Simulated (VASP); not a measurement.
Here is a VASP 6.6.1 calculation.

POSCAR

```
AlGaN2
1.0
    3.1094682782      0.0000000000      0.0000000000
    0.0000000000      3.1094682782      0.0000000000
    0.0000000000      0.0000000000      4.4238379400
Al Ga N
1 1 2
Direct
    0.5000000000      0.5000000000      0.5000000000
    0.0000000000      0.0000000000      0.0000000000
    0.5000000000      0.0000000000      0.7382648100
    0.0000000000      0.5000000000      0.2617351900
```

Contents of INCAR.step1:

```
SYSTEM = AlGaN2
PREC     = Accurate       ! precision mode
ENCUT    = 1460           ! plane-wave cutoff, eV
ISMEAR   = 0              ! smearing method
SIGMA    = 0.05           ! smearing width, eV
LREAL    = .FALSE.        ! projectors in reciprocal space
LASPH    = .TRUE.         ! aspherical terms in the spheres
NELM     = 120            ! most SCF steps
NBANDS   = 21             ! bands
GGA      = PE             ! functional
ALGO     = Normal         ! electronic algorithm
EDIFF    = 1E-5           ! SCF threshold, eV
LWAVE    = .TRUE.         ! write WAVECAR
LCHARG   = .FALSE.        ! write CHGCAR
GGA_COMPAT= .FALSE.
```

The input INCAR.step2:

```
SYSTEM = AlGaN2
PREC     = Accurate       ! precision mode
ENCUT    = 1460           ! plane-wave cutoff, eV
EDIFF    = 1E-6           ! SCF threshold, eV
ISMEAR   = 0              ! smearing method
SIGMA    = 0.05           ! smearing width, eV
LREAL    = .FALSE.        ! projectors in reciprocal space
LASPH    = .TRUE.         ! aspherical terms in the spheres
NELM     = 120            ! most SCF steps
ALGO     = Normal         ! electronic algorithm
ISIF     = 2              ! what is computed and relaxed
LWAVE    = .FALSE.        ! write WAVECAR
LCHARG   = .FALSE.        ! write CHGCAR
METAGGA  = R2SCAN         ! meta-GGA
LMIXTAU  = .TRUE.       
NBANDS   = 21             ! bands
ISTART   = 1            
GGA_COMPAT= .FALSE.
```

Contents of KPOINTS:

```
regular mesh
0
G
  8 8 6
  0 0 0
```

Potentials or basis: VASP PAW PBE potentials, release 64 (Al, Ga_d, N_h).

Launch:

```console
$ cat potpaw_PBE.64/Al/POTCAR potpaw_PBE.64/Ga_d/POTCAR potpaw_PBE.64/N_h/POTCAR > POTCAR
$ cp INCAR.step1 INCAR
$ mpirun -np 1 vasp_std > vasp.out
$ cp INCAR.step2 INCAR
$ mpirun -np 1 vasp_std > vasp.out
```

Q: Predict the band gap on the k mesh.

A: 3.50 eV.

Q: What does it give for the pressure?

A: 4.1 GPa.

Q: Predict the largest force.

A: 0.018 eV/Å.

Stress tensor (GPa, compression positive):
```
4.60 0.00 0.00
0.00 4.60 0.00
0.00 0.00 3.22
```

Caveat: the cell differs from its parent crystal (strain -0.0100 x Voigt [1, 1, 0, 0, 0, 0]); the cell stands under pressure; the PAW data sets were made with another functional, which shifts forces and pressure a little. A k mesh can miss the band edges.
